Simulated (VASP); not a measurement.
Input of a VASP 6.6.1 run:

INCAR

```
SYSTEM = HfN
PREC = Accurate
ENCUT = 520
EDIFF = 1E-8
ISMEAR = -1
SIGMA = 0.15
LREAL = .False.
LASPH = .True.
NELM = 60
ALGO = Normal
ISIF = 2
LWAVE = .False.
LCHARG = .True.
GGA = PE
IBRION = 8
NSW = 1
```

KPOINTS

```
regular mesh
0
Gamma
  16 16 16
  0 0 0
```

Contents of POSCAR:

```
HfN
1.0
    0.0000000000      2.2772542267      2.2772542267
    2.2772542267      0.0000000000      2.2772542267
    2.2772542267      2.2772542267      0.0000000000
Hf N
1 1
Direct
    0.0000000000      0.0000000000      0.0000000000
    0.5000000000      0.5000000000      0.5000000000
```

Potentials or basis: VASP PAW PBE potentials, release 64 (Hf_pv, N).

Launch:

```console
$ cat potpaw_PBE.64/Hf_pv/POTCAR potpaw_PBE.64/N/POTCAR > POTCAR
$ mpirun -np 1 vasp_std > vasp.out
```

Task: Predict the highest phonon frequency at Γ, LO-TO splitting left out.

Result: 473 cm⁻¹.

Phonon frequencies in cm⁻¹ (negative: imaginary):
| q point | frequencies |
| --- | --- |
| (0.000, 0.000, 0.000) | 0 0 0 473 473 473 |

Caveat: the cell wasn't relaxed at this level first, which shifts response properties.
